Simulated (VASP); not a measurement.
Input of a VASP 6.6.1 run:

File INCAR:

```
SYSTEM = Sb2P3H
ALGO = Normal
EDIFF = 1E-6
ENCUT = 520
GGA = PE
ISIF = 2
ISMEAR = 0
LASPH = .TRUE.
LCHARG = .FALSE.
LREAL = .FALSE.
LWAVE = .FALSE.
NBANDS = 22
NELM = 100
PREC = Accurate
SIGMA = 0.1
```

KPOINTS

```
k-points
0
G
  8 8 8
  0 0 0
```

The input POSCAR:

```
Sb2P3H
1.0
    5.2283591970      0.0000000000      0.0000000000
    0.0000000000      5.2283591970      0.0000000000
    0.0000000000      0.0000000000      5.7952139952
Sb H P
2 1 3
Direct
    0.0000000000      0.5000000000      0.0000000000
    0.5000000000      0.0000000000      0.0000000000
    0.5000000000      0.5000000000      0.5000000000
    0.5000000000      0.5000000000      0.2103552893
    0.5000000000      0.5000000000      0.7896447107
    0.0000000000      0.0000000000      0.0000000000
```

Potentials or basis: VASP PAW PBE potentials, release 64 (Sb, H, P).

The run is started by

```console
$ cat potpaw_PBE.64/Sb/POTCAR potpaw_PBE.64/H/POTCAR potpaw_PBE.64/P/POTCAR > POTCAR
$ mpirun -np 1 vasp_std > vasp.out
```

Q: Estimate the pressure.

A: -0.1 GPa.

Q: Predict the band gap on the k mesh.

A: Zero (bands 13 and 14 overlap by 1.83 eV).

Q: Predict the largest force.

A: 0.021 eV/Å.

Forces on the atoms (eV/Å):
```
Sb   0.000  0.000  0.000
Sb   0.000  0.000  0.000
H    0.000  0.000  0.000
P    0.000  0.000 -0.021
P    0.000  0.000  0.021
P    0.000  0.000  0.000
```

Caveat: spin-orbit coupling is left out, which moves the levels of the heavy elements.
